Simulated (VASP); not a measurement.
A run of VASP 6.6.1 is set up as follows.

The input INCAR:

```
SYSTEM = Ba3TaH9
PREC = Accurate
ENCUT = 600
EDIFF = 1E-6
ISMEAR = 0
SIGMA = 0.1
LREAL = .FALSE.
LASPH = .TRUE.
NELM = 100
ALGO = Normal
ISIF = 3
LWAVE = .FALSE.
LCHARG = .FALSE.
GGA = PE
IBRION = 2
NSW = 90
EDIFFG = -0.04
```

File KPOINTS:

```
regular mesh
0
G
  3 3 4
  0 0 0
```

POSCAR

```
Ba3TaH9
1.0
    5.7929488426      0.0000000000      0.0000000000
   -2.8964744213      5.0168408605      0.0000000000
    0.0000000000      0.0000000000      7.1459472403
Ba Ta H
3 1 9
Direct
    0.6666666667      0.3333333333      0.7209266194
    0.0000000000      0.0000000000      0.0000000000
    0.3333333333      0.6666666667      0.2790733806
    0.0000000000      0.0000000000      0.5000000000
    0.1547776092      0.3095552184      0.6530971480
    0.6904447816      0.8452223908      0.6530971480
    0.1547776092      0.8452223908      0.6530971480
    0.5000000000      0.0000000000      0.0000000000
    0.0000000000      0.5000000000      0.0000000000
    0.5000000000      0.5000000000      0.0000000000
    0.8452223908      0.6904447816      0.3469028520
    0.3095552184      0.1547776092      0.3469028520
    0.8452223908      0.1547776092      0.3469028520
```

Potentials or basis: VASP PAW PBE potentials, release 64 (Ba_sv, Ta_pv, H).

Run with:

```sh
$ cat potpaw_PBE.64/Ba_sv/POTCAR potpaw_PBE.64/Ta_pv/POTCAR potpaw_PBE.64/H/POTCAR > POTCAR
$ mpirun -np 1 vasp_std > vasp.out
```

**Question.** What does it give for the space group after relaxing (to 0.1 Å)?

**Answer.** P-3m1 (No. 164).

**Question.** Estimate the relaxed volume.

**Answer.** 16.24 Å³/atom.

**Question.** What does it give for the band gap on the k mesh?

**Answer.** Zero (bands 25 and 26 overlap by 0.14 eV).

Final structure:
```
Ba Ta H
1.0
     5.78410    0.00000    0.00000
    -2.89205    5.00918    0.00000
     0.00000    0.00000    7.28829
Ba Ta H
3 1 9
Direct
  0.66667 0.33333 0.72275
  0.00000 0.00000 0.00000
  0.33333 0.66667 0.27725
  0.00000 0.00000 0.50000
  0.15281 0.30562 0.65418
  0.69438 0.84719 0.65418
  0.15281 0.84719 0.65418
  0.50000 0.00000 0.00000
  0.00000 0.50000 0.00000
  0.50000 0.50000 0.00000
  0.84719 0.69438 0.34582
  0.30562 0.15281 0.34582
  0.84719 0.15281 0.34582
```

Caveat: the k points lie up to 0.42 Å⁻¹ apart in the final cell; spin-orbit coupling is left out, which moves the levels of the heavy elements.
